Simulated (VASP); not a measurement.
Runs of VASP 6.6.1 on Ir. The structure is that of space group P6_3/mmc (No. 194), or close to it. The cells are those of the table. This isn't the form of Ir at room conditions, which is fcc.

```csv
task,cell,k mesh,cutoff (eV),gap on the mesh (eV),pressure (GPa)
single point,"a = 2.723, b = 2.723, c = 4.441 Å, angles 90.0, 90.0, 120.0°, 2 atoms",12 × 12 × 6,520,none,(a)
relaxation of cell and atoms,"relaxed from a = 2.691, b = 2.691, c = 4.328 Å, angles 90.0, 90.0, 120.0°, 2 atoms",12 × 12 × 6,600,none,0.2
single point,"a = 2.729, b = 2.729, c = 4.422 Å, angles 90.0, 90.0, 120.0°, 2 atoms",18 × 18 × 10,520,none,2.4
single point,"a = 2.691, b = 2.691, c = 4.328 Å, angles 90.0, 90.0, 120.0°, 2 atoms",6 × 6 × 4,520,none,24.4
```

Alike in all rows: level r2SCAN; potentials or basis VASP PAW PBE potentials, release 64 (Ir); no spin polarisation; smearing gaussian 0.1 eV.

Task: Fill in the values left out.

Result: (a) 2.5.

Caveats: some runs use coarse meshes; the PAW data sets were made with another functional, which shifts forces and pressure a little; spin-orbit coupling is left out, which moves the levels of the heavy elements.

A k mesh can miss the band edges, and the runs leave out spin-orbit coupling on Ir.

A gap of «none» marks levels without a gap at the run's occupations.
